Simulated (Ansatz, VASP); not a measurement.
One calculation of TiC, two programs

The input POSCAR:

```
TiC
1.0
    0.0000000000      2.1466778518      2.1466778518
    2.1466778518      0.0000000000      2.1466778518
    2.1466778518      2.1466778518      0.0000000000
Ti C
1 1
Direct
    0.0000000000      0.0000000000      0.0000000000
    0.5000000000      0.5000000000      0.5000000000
```

Contents of INCAR.step1:

```
PREC = Accurate
ENCUT = 520
ISMEAR = 0
SIGMA = 0.1
LREAL = F
LASPH = T
NELM = 80
NBANDS = 15
GGA = PE
ALGO = Normal
EDIFF = 1E-4
LWAVE = T
LCHARG = F
```

INCAR.step2

```
PREC = Accurate
ENCUT = 520
EDIFF = 1E-7
ISMEAR = 0
SIGMA = 0.1
LREAL = F
LASPH = T
NELM = 80
ALGO = Normal
ISIF = 2
LWAVE = F
LCHARG = F
METAGGA = R2SCAN
LMIXTAU = T
NBANDS = 15
ISTART = 1
```

File KPOINTS:

```
Automatic mesh
0
Gamma
  16 16 16
```

Input for Ansatz:

```yaml
crystal:
  lattice:
    - [0.0, 2.1466778518, 2.1466778518]
    - [2.1466778518, 0.0, 2.1466778518]
    - [2.1466778518, 2.1466778518, 0.0]
  atoms:
    - { symbol: Ti, position: [0.0, 0.0, 0.0] }
    - { symbol: C, position: [0.5, 0.5, 0.5] }
basis:
  ecutwfc: 500
kpoints:
  mp_grid: { grid: [16, 16, 16] }
  band_path:
    path:
      - [0.0, 0.0, 0.0]
      - [0.5, 0.0, 0.5]
      - [0.625, 0.25, 0.625]
      - [0.375, 0.375, 0.75]
      - [0.5, 0.5, 0.5]
      - [0.5, 0.25, 0.75]
      - [0.0, 0.25, 0.25]
    npoints: 1
hamiltonian:
  xc: r2scan
scf:
  occupations: { method: gaussian, width: 0.1 }
  n_extra_bands: 4
output:
  forces: true
  stress: true
  eigenvalues: true
```

Alike in both runs: task single point; functional r2SCAN; k mesh 16 × 16 × 16; occupations gaussian, width 0.1 eV; no spin polarisation.

|  | VASP | Ansatz |
| --- | --- | --- |
| version | VASP 6.6.1 | Ansatz 0.2.0 |
| potentials or method | VASP PAW PBE potentials, release 64 (Ti_sv, C), cutoff 520 eV | scalar-relativistic, plane waves, PAW |
| valence electrons in the cell | 16 | 16 |

|  | VASP | Ansatz | Ansatz less VASP |
| --- | --- | --- | --- |
| gap on the k mesh at the Fermi level (eV) | none | none | - |
| pressure (GPa) | 7.6 | 6.6 | -1.02 |

VASP's potentials were made for PBE, not for r2SCAN. A gap of «none» marks a metal or a gap that the smearing closes. With one functional, cell and mesh, what is left measures potentials, basis and numerics.
